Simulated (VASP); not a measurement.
Ca: single point with PBE

The system is Ca.

```
CELL_PARAMETERS angstrom
-2.24000 2.24000 2.24000
2.24000 -2.24000 2.24000
2.24000 2.24000 -2.24000
ATOMIC_POSITIONS crystal
Ca 0.00000 0.00000 0.00000
```

This isn't the form of Ca at room conditions, which is fcc.

```
Program                : VASP 6.6.1
Task                   : single point
Functional             : PBE
Potentials or basis    : VASP PAW PBE potentials, release 64 (Ca_sv)
Cutoff                 : 520 eV
k mesh                 : 10 × 10 × 10
Occupations            : methfessel-paxton, width 0.2 eV
Spin                   : no spin polarisation
Dipole correction      : no
Further INCAR settings : ALGO = Normal; EDIFF = 1e-06; NBANDS = 11
```

```yaml
Pressure: -1.0 GPa
Band_gap_on_the_k_mesh: zero (bands 5 and 6 overlap by 0.28 eV)
```

Levels at points of the mesh, in eV from the Fermi level:
| k point | band 3 | band 4 | band 5 | band 6 | band 7 | band 8 |
| --- | --- | --- | --- | --- | --- | --- |
| (0.00, 0.00, 0.00) | -23.16 | -23.16 | -3.97 | 2.18 | 2.18 | 2.18 |
| (0.50, 0.00, 0.00) | -23.20 | -23.16 | -0.89 | -0.10 | 1.29 | 3.06 |
| (0.50, 0.50, 0.50) | -23.24 | -23.24 | 0.09 | 0.09 | 3.66 | 3.66 |

It took 15 s on 1 thread of Intel(R) Xeon(R) Platinum 8375C CPU @ 2.90GHz (Ice Lake), on a shared host, peak memory 0.17 GiB.
